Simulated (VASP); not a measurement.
NaCaI3:

```xyz
5
Lattice="6.1872 0.0000 0.0000 0.0000 6.1259 0.0000 0.0000 0.0000 6.1259" Properties=species:S:1:pos:R:3 pbc="T T T"
Na    0.0000    0.0000    0.0000
Ca    3.0936    3.0629    3.0629
I     3.0936    3.0629    0.0000
I     3.0936    0.0000    3.0629
I     0.0000    3.0629    3.0629
```

This cell differs from its parent crystal: uniaxial x strain +1.0%.

Base run:

- Program: VASP 6.6.1
- Functional: r2SCAN
- Potentials or basis: VASP PAW PBE potentials, release 64 (Na_pv, Ca_sv, I)
- Cutoff: 520 eV
- k mesh: 4 × 4 × 4
- Occupations: gaussian, width 0.01 eV
- Spin: no spin polarisation

Its results: band gap on the k mesh 3.06 eV, indirect (least direct gap 3.44 eV); pressure -0.1 GPa.

Problem. The run is repeated on the same cell with these changes: functional from r2SCAN to PBE; occupations from gaussian, width 0.01 eV to fermi-dirac, width 0.02 eV. What comes out?

Solution. Band gap on the k mesh 2.39 eV, indirect (least direct gap 2.74 eV); pressure 0.1 GPa.

Caveats: spin-orbit coupling is left out, which moves the levels of the heavy elements; the PAW data sets were made with another functional, which shifts forces and pressure a little (some runs).

A k mesh can miss the band edges.
